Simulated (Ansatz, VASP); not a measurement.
## One calculation of Si, two programs

```xyz
2
Lattice="0.0000 2.7010 2.7010 2.7010 0.0000 2.7010 2.7010 2.7010 0.0000" Properties=species:S:1:pos:R:3 pbc="T T T"
Si    4.0515    4.0515    4.0515
Si    2.7010    2.7010    2.7010
```

Alike in both runs: task relaxation of cell and atoms; functional LDA; k mesh 12 × 12 × 12; occupations gaussian, width 0.02 eV; no spin polarisation.

|  | VASP | Ansatz |
| --- | --- | --- |
| version | VASP 6.6.1 | Ansatz 0.2.0 |
| potentials or method | VASP PAW LDA potentials, release 64 (Si), cutoff 600 eV | scalar-relativistic, plane waves, PAW |
| valence electrons in the cell | 8 | 8 |

|  | VASP | Ansatz | Ansatz less VASP |
| --- | --- | --- | --- |
| gap on the k mesh at the Fermi level, each at its own relaxed structure (eV) | 0.44 | 0.44 | +0.001 |
| relaxed volume (Å³/atom) | 19.71 | 19.70 | -0.009 |
| relaxed cell length with the largest relative difference (Å) | 3.820 | 3.820 | -0.0006 |

LDA's correlation is that of Perdew and Zunger in VASP and of Perdew and Wang (1992) in Ansatz.
